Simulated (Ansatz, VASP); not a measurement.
## Two plane-wave programs on MgO

Contents of POSCAR:

```
MgO
1.0
   -0.0186088284      2.1045802612      2.1045802612
    2.1045802612     -0.0186088284      2.1045802612
    2.1045802612      2.1045802612     -0.0186088284
Mg O
1 1
Direct
    0.0000000000      0.0000000000      0.0000000000
    0.5000000000      0.5000000000      0.5000000000
```

File INCAR.step1:

```
SYSTEM = MgO
ALGO = Normal ; EDIFF = 1E-5
ENCUT = 520 ; GGA = PE
ISIF = 2 ; ISMEAR = 0
LASPH = .True. ; LCHARG = .False.
LREAL = .False. ; LWAVE = .True.
NBANDS = 11 ; NELM = 80
PREC = Accurate ; SIGMA = 0.01
```

The input INCAR.step2:

```
SYSTEM = MgO
ALGO = Normal ; EDIFF = 1E-6
ENCUT = 520 ; GGA = PE
HFSCREEN = 0.2079 ; ISIF = 2
ISMEAR = 0 ; ISTART = 1
LASPH = .True. ; LCHARG = .False.
LHFCALC = .True. ; LREAL = .False.
LWAVE = .False. ; NBANDS = 11
NELM = 80 ; PREC = Accurate
PRECFOCK = Normal ; SIGMA = 0.01
```

File KPOINTS:

```
k-points
0
Gamma
  8 8 8
  0 0 0
```

Input for Ansatz:

```yaml
crystal:
  lattice:
    - [-0.0186088284, 2.1045802612, 2.1045802612]
    - [2.1045802612, -0.0186088284, 2.1045802612]
    - [2.1045802612, 2.1045802612, -0.0186088284]
  atoms:
    - { symbol: Mg, position: [0.0, 0.0, 0.0] }
    - { symbol: O, position: [0.5, 0.5, 0.5] }
kpoints:
  mp_grid: { grid: [8, 8, 8] }
  band_path:
    path:
      - [0.0, 0.0, 0.0]
      - [0.5, 0.0, 0.5]
      - [0.625, 0.25, 0.625]
      - [0.375, 0.375, 0.75]
      - [0.5, 0.5, 0.5]
      - [0.5, 0.25, 0.75]
    npoints: 1
hamiltonian:
  xc: hse06
scf:
  occupations: { method: fixed }
  n_extra_bands: 4
output:
  forces: true
  stress: true
  eigenvalues: true
```

Change from the starting cell: epitaxial_111 strain +1.0%.

Alike in both runs: task single point; functional HSE06; k mesh 8 × 8 × 8; no spin polarisation.

```csv
,VASP,Ansatz
version,VASP 6.6.1,Ansatz 0.2.0
potentials or method,"VASP PAW PBE potentials, release 64 (Mg, O)","plane waves, PAW"
plane-wave cutoff (eV),520,420
occupations,"gaussian, width 0.01 eV",fixed
valence electrons in the cell,8,16
```

|  | VASP | Ansatz | Ansatz less VASP |
| --- | --- | --- | --- |
| gap on the k mesh at the Fermi level (eV) | 6.25 | 6.30 | +0.046 |
| pressure (GPa) | -3.3 | -3.0 | +0.33 |
| traceless stress, the component that is largest in VASP (GPa) | 1.32 | 1.32 | -0.007 |

VASP's potentials hold 8 valence electrons a cell and Ansatz's 16, so a difference there can come from the potentials and not from the codes. Ansatz's warnings: stress exchange threshold loose, stress scf threshold loose.
